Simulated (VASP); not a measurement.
**Au: single point with r2SCAN**

Crystal: Au.

```xyz
1
Lattice="0.0000 1.9760 1.9760 1.9760 0.0000 1.9760 1.9760 1.9760 0.0000" Properties=species:S:1:pos:R:3 pbc="T T T"
Au    0.0000    0.0000    0.0000
```

```json
{
 "Program": "VASP 6.6.1",
 "Task": "single point",
 "Functional": "r2SCAN",
 "Potentials or basis": "VASP PAW PBE potentials, release 64 (Au)",
 "Cutoff": "520 eV",
 "k mesh": "18 × 18 × 18",
 "Occupations": "gaussian, width 0.1 eV",
 "Spin": "no spin polarisation"
}
```

```json
{
  "Pressure": "29.6 GPa",
  "Band gap on the k mesh": "zero (an odd number of electrons rules out a gap without spin polarisation)"
}
```

Levels at points of the mesh, in eV from the Fermi level:
```csv
k point,band 3,band 4,band 5,band 6,band 7,band 8,band 9,band 10
"(0.00, 0.00, 0.00)",-5.58,-5.58,-3.75,-3.75,15.09,19.81,19.81,19.81
"(0.50, 0.00, 0.00)",-5.64,-2.26,-2.26,-1.34,3.75,14.62,18.69,18.69
"(0.50, 0.50, 0.00)",-2.33,-1.85,-1.85,0.85,6.88,10.80,10.80,19.22
```

Wall time 120 s on 1 thread of Intel Xeon 8259CL (shared host), peak memory 0.17 GiB.

Caveat: the cell stands under pressure; the PAW data sets were made with another functional, which shifts forces and pressure a little; spin-orbit coupling is left out, which moves the levels of the heavy elements.
